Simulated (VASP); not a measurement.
# CdS (P6_3mc) in VASP: a series of runs, part 2 of 2

VASP 6.6.1.

### 4 Single point, LDA (atoms moved along the polar distortion)

The input, INCAR:

```
ALGO = Normal
EDIFF = 1E-6
ENCUT = 520
GGA = CA
ISIF = 2
ISMEAR = 0
LASPH = T
LCHARG = F
LREAL = F
LWAVE = F
NBANDS = 26
NELM = 80
PREC = Accurate
SIGMA = 0.01
```

The input, KPOINTS:

```
k-points
0
Gamma
  9 9 4
```

The input, POSCAR:

```
CdS
1.0
    4.0738866863      0.0000000000      0.0000000000
   -2.0369433432      3.5280893625      0.0000000000
    0.0000000000      0.0000000000      6.6385814430
Cd S
2 2
Direct
    0.3333333333      0.6666666667      0.0004580876
    0.6666666667      0.3333333333      0.5004580876
    0.3333333333      0.6666666667      0.3765419124
    0.6666666667      0.3333333333      0.8765419124
```

Potentials or basis: VASP PAW LDA potentials, release 64 (Cd, S).

On the command line:

```sh
> cat potpaw_LDA.64/Cd/POTCAR potpaw_LDA.64/S/POTCAR > POTCAR
> mpirun -np 1 vasp_std > vasp.out
```

OUTCAR:

```text
EDIFF = 1E-6
   ENCUT = 520
   GGA = CA
   ISIF = 2
   ISMEAR = 0
   LASPH = T
   LREAL = F
   NELM = 80
   PREC = Accurate

 ion  position               nearest neighbor table
   1  0.333  0.667  0.000-   4 2.49   4 2.49   4 2.49   3 2.50
   2  0.667  0.333  0.500-   3 2.49   3 2.49   3 2.49   4 2.50
   3  0.333  0.667  0.377-   2 2.49   2 2.49   2 2.49   1 2.50
   4  0.667  0.333  0.877-   1 2.49   1 2.49   1 2.49   2 2.50

  LATTYP: Found a hexagonal cell.
 ALAT       =     4.0738866863
 C/A-ratio  =     1.6295449418

  Lattice vectors:

 A1 = (   4.0738866863,   0.0000000000,   0.0000000000)
 A2 = (  -2.0369433432,   3.5280893625,   0.0000000000)
 A3 = (   0.0000000000,   0.0000000000,   6.6385814430)

Analysis of symmetry for initial positions (statically):
=====================================================================
 Subroutine PRICEL returns:
 Original cell was already a primitive cell.

 Routine SETGRP: Setting up the symmetry group for a
 hexagonal supercell.

 Subroutine GETGRP returns: Found 12 space group operations
 (whereof  6 operations were pure point group operations)
 out of a pool of 24 trial point group operations.

The static configuration has the point symmetry C_3v.
 The point group associated with its full space group is C_6v.

Analysis of symmetry for dynamics (positions and initial velocities):
=====================================================================
 Subroutine PRICEL returns:
 Original cell was already a primitive cell.

 Routine SETGRP: Setting up the symmetry group for a
 hexagonal supercell.

 Subroutine GETGRP returns: Found 12 space group operations
 (whereof  6 operations were pure point group operations)
 out of a pool of 24 trial point group operations.

The dynamic configuration has the point symmetry C_3v.
[... 120 lines left out ...]
   EFERMI_NEDOS =   21; number of points for ismear=-14 and -15
   IALGO  =     38    algorithm
   IMIX   =      4    mixing-type and parameters
     AMIX     =   0.40;   BMIX     =  1.00
     AMIX_MAG =   1.60;   BMIX_MAG =  1.00
  volume/ion in A,a.u.               =      23.85       160.98
  Fermi-wavevector in a.u.,A,eV,Ry     =   1.182954  2.235458 19.039712  1.399379
  Thomas-Fermi vector in A             =   2.319198
   LORBIT       =      0    0 simple, 1 ext, 2 COOP (PROOUT), +10 PAW based schemes
   GGA     = CA    functional components
   LHFCALC =     F    Hartree Fock is set to
   AEXX    =    0.0000 exact exchange contribution
   IVDW    =     0    specifies the selected vdW correction
   LEPSILON=     F    determine dielectric tensor
   LRPA    =     F    only Hartree local field effects (RPA)
 non-spin polarized calculation
 Gauss-broadening in eV      SIGMA  =   0.01
  energy-cutoff  :      520.00
  volume of cell :       95.42
 maximum number of plane-waves:      2599
   NGX = 15   NGY = 15   NGZ = 25

 number of electron      36.0000024 magnetization

 Free energy of the ion-electron system (eV)
  ---------------------------------------------------
  ext. energy  EPLUGINS =         0.00000000
  ---------------------------------------------------
  free energy    TOTEN  =       -14.81776295 eV

  energy without entropy =      -14.81776295  energy(sigma->0) =      -14.81776295

 E-fermi :   1.5422     XC(G=0):  -9.7595

 val. band max:        1.4792455802   @ k =   0.0000   0.0000   0.0000
 cond. band min:       2.5349969389   @ k =   0.0000   0.0000   0.0000
 fundamental gap:      1.0557513587
 Fermi energy:         1.5421844798

 k-point     1 :       0.0000    0.0000    0.0000
  band No.  band energies     occupation
      1     -11.1345      2.00000
      2     -10.6464      2.00000
      3      -6.4390      2.00000
      4      -6.4284      2.00000
      5      -6.4284      2.00000
      6      -6.3346      2.00000
[... 685 lines left out ...]
     25      10.6511      0.00000
     26      10.9256      0.00000

 [... further k-points ...]

------------------------ aborting loop because EDIFF is reached ----------------------------------------

  FORCE on cell =-STRESS in cart. coord.  units (eV):
  Direction    XX          YY          ZZ          XY          YZ          ZX
  --------------------------------------------------------------------------------------
  -------------------------------------------------------------------------------------
  Total        0.3195323      0.3195323      0.3204047     -0.0000000      0.0000000      0.0000000
  in kB        5.3653932      5.3653932      5.3800421     -0.0000000      0.0000000      0.0000000
  external PRESSURE =       5.3702762 kB  Pullay stress =       0.0000000 kB

 VOLUME and BASIS-vectors are now :
 -----------------------------------------------------------------------------
  energy-cutoff  :      520.00
  volume of cell :       95.42
      direct lattice vectors                 reciprocal lattice vectors
     4.073886686  0.000000000  0.000000000     0.245465836  0.141719766  0.000000000
    -2.036943343  3.528089362  0.000000000     0.000000000  0.283439533  0.000000000
     0.000000000  0.000000000  6.638581443     0.000000000  0.000000000  0.150634591

 POSITION                                       TOTAL-FORCE (eV/Angst)
 -----------------------------------------------------------------------------------
     -0.00000      2.35206      0.00304         0.000000      0.000000      0.001094
      2.03694      1.17603      3.32233        -0.000000      0.000000      0.001094
     -0.00000      2.35206      2.49970         0.000000     -0.000000     -0.001094
      2.03694      1.17603      5.81899        -0.000000      0.000000     -0.001094
 -----------------------------------------------------------------------------------
    total drift:                                0.000000      0.000000      0.000015

  FREE ENERGIE OF THE ION-ELECTRON SYSTEM (eV)
  ---------------------------------------------------
  free  energy   TOTEN  =       -14.8177629504 eV

  energy  without entropy=      -14.8177629504  energy(sigma->0) =      -14.81776295
```

OSZICAR:

```text
N       E                     dE             d eps       ncg     rms          rms(c)
DAV:   1     0.252780718264E+03    0.25278E+03   -0.17762E+04  1872   0.129E+03
DAV:   2    -0.157346922846E+01   -0.25435E+03   -0.24524E+03  2008   0.326E+02
DAV:   3    -0.156949022792E+02   -0.14121E+02   -0.14030E+02  2262   0.775E+01
DAV:   4    -0.158431610939E+02   -0.14826E+00   -0.14812E+00  2158   0.760E+00
DAV:   5    -0.158453067293E+02   -0.21456E-02   -0.21455E-02  2210   0.908E-01    0.125E+01
DAV:   6    -0.148677123995E+02    0.97759E+00   -0.17433E+00  2502   0.148E+01    0.952E+00
DAV:   7    -0.148331618830E+02    0.34551E-01   -0.69159E-01  1962   0.459E+00    0.362E+00
DAV:   8    -0.148193776160E+02    0.13784E-01   -0.10943E-01  1978   0.326E+00    0.566E-01
DAV:   9    -0.148180000593E+02    0.13776E-02   -0.16395E-02  2108   0.166E+00    0.158E-01
DAV:  10    -0.148177392222E+02    0.26084E-03   -0.10640E-03  2108   0.389E-01    0.783E-02
DAV:  11    -0.148177535833E+02   -0.14361E-04   -0.13880E-04  2068   0.703E-02    0.839E-02
DAV:  12    -0.148177614315E+02   -0.78482E-05   -0.33027E-05  1942   0.266E-02    0.614E-02
DAV:  13    -0.148178132337E+02   -0.51802E-04   -0.63859E-05  1952   0.343E-02    0.169E-01
DAV:  14    -0.148177768154E+02    0.36418E-04   -0.32536E-05  1910   0.488E-02    0.100E-01
DAV:  15    -0.148177678039E+02    0.90115E-05   -0.13795E-05  1918   0.167E-02    0.526E-02
DAV:  16    -0.148177659661E+02    0.18378E-05   -0.67938E-07   984   0.421E-03    0.414E-02
DAV:  17    -0.148177632953E+02    0.26708E-05   -0.37870E-06  1906   0.992E-03    0.161E-02
DAV:  18    -0.148177629504E+02    0.34489E-06   -0.66113E-07   964   0.410E-03
   1 F= -.14817763E+02 E0= -.14817763E+02  d E =-.217835E-21
```

It took 97 s on 1 thread of Intel Xeon 8259CL, shared host; peak memory 0.22 GiB.

Results:

```
Free energy            : -14.8178 eV
Pressure               : 0.5 GPa
Band gap on the k mesh : 1.06 eV
```

Levels at points of the mesh, in eV from the valence-band top:
| k point | band 15 | band 16 | band 17 | band 18 | band 19 | band 20 | band 21 | band 22 |
| --- | --- | --- | --- | --- | --- | --- | --- | --- |
| (0.00, 0.00, 0.00) | -0.84 | -0.06 | 0.00 | 0.00 | 1.06 | 2.63 | 6.29 | 6.29 |
| (0.00, 0.00, 0.50) | -0.43 | -0.43 | -0.43 | -0.43 | 2.73 | 2.73 | 6.02 | 6.02 |

Caveat: the cell differs from its parent crystal (atoms moved along the polar distortion).

### 5 Single point, LDA (atoms moved along the polar distortion)

The input, INCAR:

```
PREC     = Accurate       # precision mode
ENCUT    = 520            # plane-wave cutoff, eV
EDIFF    = 1E-7           # SCF threshold, eV
ISMEAR   = 0              # smearing method
SIGMA    = 0.01           # smearing width, eV
LREAL    = False          # projectors in reciprocal space
LASPH    = True           # aspherical terms in the spheres
NELM     = 100            # most SCF steps
ALGO     = Normal         # electronic algorithm
ISIF     = 2              # what is computed and relaxed
LWAVE    = False          # write WAVECAR
LCHARG   = False          # write CHGCAR
NBANDS   = 26             # bands
```

The input, KPOINTS:

```
regular mesh
0
Gamma
  9 9 4
```

The input, POSCAR:

```
CdS
1.0
    4.0738866863      0.0000000000      0.0000000000
   -2.0369433432      3.5280893625      0.0000000000
    0.0000000000      0.0000000000      6.6385814430
Cd S
2 2
Direct
    0.3333333333      0.6666666667     -0.0088356255
    0.6666666667      0.3333333333      0.4911643745
    0.3333333333      0.6666666667      0.3858356255
    0.6666666667      0.3333333333      0.8858356255
```

Potentials or basis: VASP PAW LDA potentials, release 64 (Cd, S).

On the command line:

```sh
> cat potpaw_LDA.64/Cd/POTCAR potpaw_LDA.64/S/POTCAR > POTCAR
> mpirun -np 1 vasp_std > vasp.out
```

OUTCAR:

```text
PREC = Accurate
   ENCUT = 520
   EDIFF = 1E-7
   ISMEAR = 0
   LREAL = False
   LASPH = True
   NELM = 100
   ISIF = 2

 ion  position               nearest neighbor table
   1  0.333  0.667  0.991-   4 2.45   4 2.45   4 2.45   3 2.62
   2  0.667  0.333  0.491-   3 2.45   3 2.45   3 2.45   4 2.62
   3  0.333  0.667  0.386-   2 2.45   2 2.45   2 2.45   1 2.62
   4  0.667  0.333  0.886-   1 2.45   1 2.45   1 2.45   2 2.62

  LATTYP: Found a hexagonal cell.
 ALAT       =     4.0738866863
 C/A-ratio  =     1.6295449418

  Lattice vectors:

 A1 = (   4.0738866863,   0.0000000000,   0.0000000000)
 A2 = (  -2.0369433432,   3.5280893625,   0.0000000000)
 A3 = (   0.0000000000,   0.0000000000,   6.6385814430)

Analysis of symmetry for initial positions (statically):
=====================================================================
 Subroutine PRICEL returns:
 Original cell was already a primitive cell.

 Routine SETGRP: Setting up the symmetry group for a
 hexagonal supercell.

 Subroutine GETGRP returns: Found 12 space group operations
 (whereof  6 operations were pure point group operations)
 out of a pool of 24 trial point group operations.

The static configuration has the point symmetry C_3v.
 The point group associated with its full space group is C_6v.

Analysis of symmetry for dynamics (positions and initial velocities):
=====================================================================
 Subroutine PRICEL returns:
 Original cell was already a primitive cell.

 Routine SETGRP: Setting up the symmetry group for a
 hexagonal supercell.

 Subroutine GETGRP returns: Found 12 space group operations
 (whereof  6 operations were pure point group operations)
 out of a pool of 24 trial point group operations.

The dynamic configuration has the point symmetry C_3v.
 The point group associated with its full space group is C_6v.

[... 119 lines left out ...]
   IALGO  =     38    algorithm
   IMIX   =      4    mixing-type and parameters
     AMIX     =   0.40;   BMIX     =  1.00
     AMIX_MAG =   1.60;   BMIX_MAG =  1.00
  volume/ion in A,a.u.               =      23.85       160.98
  Fermi-wavevector in a.u.,A,eV,Ry     =   1.182954  2.235458 19.039712  1.399379
  Thomas-Fermi vector in A             =   2.319198
   LORBIT       =      0    0 simple, 1 ext, 2 COOP (PROOUT), +10 PAW based schemes
   GGA     = CA    functional components
   LHFCALC =     F    Hartree Fock is set to
   AEXX    =    0.0000 exact exchange contribution
   IVDW    =     0    specifies the selected vdW correction
   LEPSILON=     F    determine dielectric tensor
   LRPA    =     F    only Hartree local field effects (RPA)
 non-spin polarized calculation
 Gauss-broadening in eV      SIGMA  =   0.01
  energy-cutoff  :      520.00
  volume of cell :       95.42
 maximum number of plane-waves:      2599
   NGX = 15   NGY = 15   NGZ = 25

 number of electron      36.0000022 magnetization

 Free energy of the ion-electron system (eV)
  ---------------------------------------------------
  ext. energy  EPLUGINS =         0.00000000
  ---------------------------------------------------
  free energy    TOTEN  =       -14.74814875 eV

  energy without entropy =      -14.74814875  energy(sigma->0) =      -14.74814875

 E-fermi :   1.5664     XC(G=0):  -9.7564

 val. band max:        1.4659205800   @ k =   0.0000   0.0000   0.0000
 cond. band min:       2.5730466061   @ k =   0.0000   0.0000   0.0000
 fundamental gap:      1.1071260262
 Fermi energy:         1.5664303051

 k-point     1 :       0.0000    0.0000    0.0000
  band No.  band energies     occupation
      1     -11.1559      2.00000
      2     -10.6974      2.00000
      3      -6.5079      2.00000
      4      -6.5079      2.00000
      5      -6.4462      2.00000
      6      -6.4462      2.00000
[... 685 lines left out ...]
     25      10.7100      0.00000
     26      10.8671      0.00000

 [... further k-points ...]

------------------------ aborting loop because EDIFF is reached ----------------------------------------

  FORCE on cell =-STRESS in cart. coord.  units (eV):
  Direction    XX          YY          ZZ          XY          YZ          ZX
  --------------------------------------------------------------------------------------
  -------------------------------------------------------------------------------------
  Total        1.4593864      1.4593864     -1.2358623     -0.0000000     -0.0000000      0.0000000
  in kB       24.5051332     24.5051332    -20.7518525     -0.0000000     -0.0000000      0.0000000
  external PRESSURE =       9.4194713 kB  Pullay stress =       0.0000000 kB

 VOLUME and BASIS-vectors are now :
 -----------------------------------------------------------------------------
  energy-cutoff  :      520.00
  volume of cell :       95.42
      direct lattice vectors                 reciprocal lattice vectors
     4.073886686  0.000000000  0.000000000     0.245465836  0.141719766  0.000000000
    -2.036943343  3.528089362  0.000000000     0.000000000  0.283439533  0.000000000
     0.000000000  0.000000000  6.638581443     0.000000000  0.000000000  0.150634591

 POSITION                                       TOTAL-FORCE (eV/Angst)
 -----------------------------------------------------------------------------------
     -0.00000      2.35206      6.57993         0.000000     -0.000000      0.508924
      2.03694      1.17603      3.26063        -0.000000      0.000000      0.508924
     -0.00000      2.35206      2.56140         0.000000      0.000000     -0.508924
      2.03694      1.17603      5.88069         0.000000     -0.000000     -0.508924
 -----------------------------------------------------------------------------------
    total drift:                               -0.000000     -0.000000     -0.000676

  FREE ENERGIE OF THE ION-ELECTRON SYSTEM (eV)
  ---------------------------------------------------
  free  energy   TOTEN  =       -14.7481487491 eV

  energy  without entropy=      -14.7481487491  energy(sigma->0) =      -14.74814875
```

OSZICAR:

```text
N       E                     dE             d eps       ncg     rms          rms(c)
DAV:   1     0.253169455708E+03    0.25317E+03   -0.17760E+04  1872   0.129E+03
DAV:   2    -0.137780270273E+01   -0.25455E+03   -0.24506E+03  1994   0.326E+02
DAV:   3    -0.156335439934E+02   -0.14256E+02   -0.14165E+02  2264   0.778E+01
DAV:   4    -0.157859611145E+02   -0.15242E+00   -0.15227E+00  2132   0.767E+00
DAV:   5    -0.157881663271E+02   -0.22052E-02   -0.22051E-02  2190   0.923E-01    0.127E+01
DAV:   6    -0.147981951771E+02    0.98997E+00   -0.17733E+00  2502   0.150E+01    0.964E+00
DAV:   7    -0.147640088464E+02    0.34186E-01   -0.71748E-01  1968   0.467E+00    0.363E+00
DAV:   8    -0.147498024683E+02    0.14206E-01   -0.11496E-01  1980   0.335E+00    0.577E-01
DAV:   9    -0.147484076058E+02    0.13949E-02   -0.17302E-02  2124   0.171E+00    0.161E-01
DAV:  10    -0.147481246102E+02    0.28300E-03   -0.11164E-03  2096   0.400E-01    0.771E-02
DAV:  11    -0.147481395402E+02   -0.14930E-04   -0.14554E-04  2062   0.722E-02    0.799E-02
DAV:  12    -0.147481593098E+02   -0.19770E-04   -0.62334E-05  1934   0.361E-02    0.601E-02
DAV:  13    -0.147481642231E+02   -0.49133E-05   -0.15424E-05  1946   0.391E-02    0.101E-01
DAV:  14    -0.147481538457E+02    0.10377E-04   -0.10602E-05  1926   0.222E-02    0.599E-02
DAV:  15    -0.147481520446E+02    0.18010E-05   -0.16164E-06  2118   0.730E-03    0.447E-02
DAV:  16    -0.147481512599E+02    0.78473E-06   -0.16977E-07  1504   0.206E-03    0.403E-02
DAV:  17    -0.147481487595E+02    0.25004E-05   -0.55303E-06  1908   0.108E-02    0.734E-03
DAV:  18    -0.147481487491E+02    0.10390E-07   -0.40334E-07  2076   0.392E-03
   1 F= -.14748149E+02 E0= -.14748149E+02  d E =-.466134E-48
```

It took 1.7 min on 1 thread of Intel Xeon 8259CL, shared host; peak memory 0.21 GiB.

Results:

```yaml
Free_energy: -14.7481 eV
Pressure: 0.9 GPa
Largest_force: 0.509 eV/Å
Band_gap_on_the_k_mesh: 1.11 eV
```

Forces on the atoms (eV/Å):
```
Cd   0.000  0.000  0.509
Cd   0.000  0.000  0.509
S    0.000  0.000 -0.509
S    0.000  0.000 -0.509
```

Stress tensor (GPa, compression positive):
```
 2.45  0.00  0.00
 0.00  2.45  0.00
 0.00  0.00 -2.08
```

Caveat: the cell differs from its parent crystal (atoms moved along the polar distortion).

### 6 Single point, LDA (atoms moved along the polar distortion)

INCAR, as its differences from that of step 5:

```diff
@@ -2,3 +2,3 @@
 ENCUT    = 520            # plane-wave cutoff, eV
-EDIFF    = 1E-7           # SCF threshold, eV
+EDIFF    = 1E-6           # SCF threshold, eV
 ISMEAR   = 0              # smearing method
@@ -7,3 +7,3 @@
 LASPH    = True           # aspherical terms in the spheres
-NELM     = 100            # most SCF steps
+NELM     = 60             # most SCF steps
 ALGO     = Normal         # electronic algorithm
```

KPOINTS is that of step 5.

The input, POSCAR:

```
CdS
1.0
    4.0738866863      0.0000000000      0.0000000000
   -2.0369433432      3.5280893625      0.0000000000
    0.0000000000      0.0000000000      6.6385814430
Cd S
2 2
Direct
    0.3333333333      0.6666666667     -0.0181293386
    0.6666666667      0.3333333333      0.4818706614
    0.3333333333      0.6666666667      0.3951293386
    0.6666666667      0.3333333333      0.8951293386
```

Potentials or basis: VASP PAW LDA potentials, release 64 (Cd, S).

On the command line:

```sh
> cat potpaw_LDA.64/Cd/POTCAR potpaw_LDA.64/S/POTCAR > POTCAR
> mpirun -np 1 vasp_std > vasp.out
```

It took 81 s on 1 thread of Intel Xeon 8259CL, shared host; peak memory 0.21 GiB.

It converged, with:

```yaml
Free_energy: -14.5886 eV
Pressure: 1.8 GPa
Largest_force: 0.746 eV/Å
Band_gap_on_the_k_mesh: 1.17 eV
```

Forces on the atoms (eV/Å):
```
Cd   0.000  0.000  0.746
Cd   0.000  0.000  0.746
S    0.000  0.000 -0.746
S    0.000  0.000 -0.746
```

Stress tensor (GPa, compression positive):
```
 4.33  0.00  0.00
 0.00  4.33  0.00
 0.00  0.00 -3.28
```

Levels at points of the mesh, in eV from the valence-band top:
```
           k point  band 16  band 17  band 18  band 19  band 20  band 21
(0.00, 0.00, 0.00)    -0.12     0.00     0.00     1.17     2.31     6.27
(0.00, 0.00, 0.50)    -0.33    -0.33    -0.33     2.60     2.60     5.93
```

Caveat: the cell differs from its parent crystal (atoms moved along the polar distortion); the stress differs along the axes, from -3 to 4 GPa.

### 7 Summary

```csv
cell,k mesh,smearing,gap on the mesh (eV),pressure (GPa),largest force (eV/Å)
"a = 4.137, b = 4.137, c = 6.716 Å, angles 90.0, 90.0, 120.0°, 4 atoms, atomic positions A",6 × 6 × 4,gaussian 0.1 eV,0.96,-2.2,-
"a = 4.074, b = 4.074, c = 6.639 Å, angles 90.0, 90.0, 120.0°, 4 atoms, atomic positions B",9 × 9 × 4,gaussian 0.02 eV,1.06,0.5,-
"a = 4.074, b = 4.074, c = 6.639 Å, angles 90.0, 90.0, 120.0°, 4 atoms, atomic positions B",9 × 9 × 4,gaussian 0.01 eV,1.06,0.5,-
"a = 4.074, b = 4.074, c = 6.639 Å, angles 90.0, 90.0, 120.0°, 4 atoms, atomic positions C",9 × 9 × 4,gaussian 0.01 eV,1.11,0.9,0.51
"a = 4.074, b = 4.074, c = 6.639 Å, angles 90.0, 90.0, 120.0°, 4 atoms, atomic positions D",9 × 9 × 4,gaussian 0.01 eV,1.17,1.8,0.75
```

Alike in all rows: task single point; level LDA; potentials or basis VASP PAW LDA potentials, release 64 (Cd, S); no spin polarisation; cutoff (eV) 520.

Caveats: the stress differs along the axes, from -3 to 4 GPa (at least some runs).

Absolute energies hang on the potentials; compare differences alone.
